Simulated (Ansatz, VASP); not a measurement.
## Cd2Si3 in VASP and in Ansatz

```
Cd Si
1.0
     1.76163    1.01708    9.34303
    -1.76163    1.01708    9.34303
     0.00000   -2.03416    9.34303
Cd Si
2 3
Direct
  0.40350 0.40350 0.40350
  0.59650 0.59650 0.59650
  0.00000 0.00000 0.00000
  0.18896 0.18896 0.18896
  0.81104 0.81104 0.81104
```

Alike in both runs: functional PBE; k mesh 12 × 12 × 12; occupations gaussian, width 0.1 eV; no spin polarisation.

Ansatz relaxed the structure, and its values are those at the end. VASP's run is a single point on that final structure, the one shown.

|  | VASP | Ansatz |
| --- | --- | --- |
| version | VASP 6.6.1 | Ansatz 0.2.0 |
| potentials or method | VASP PAW PBE potentials, release 64 (Cd, Si), cutoff 520 eV | scalar-relativistic, plane waves, PAW |
| valence electrons in the cell | 36 | 52 |

Ansatz gave:

```
gap on the k mesh at the Fermi level (eV) : none
pressure (GPa)                            : 0.0
rms of the force components (eV/Å)        : 0.003
```

Question: Which values does VASP return?

Answer: gap on the k mesh at the Fermi level (eV): none; pressure (GPa): 0.2; rms of the force components (eV/Å): 0.013.

A gap of «none» marks a metal or a gap that the smearing closes. VASP's potentials hold 36 valence electrons a cell and Ansatz's 52, so a difference there can come from the potentials and not from the codes.
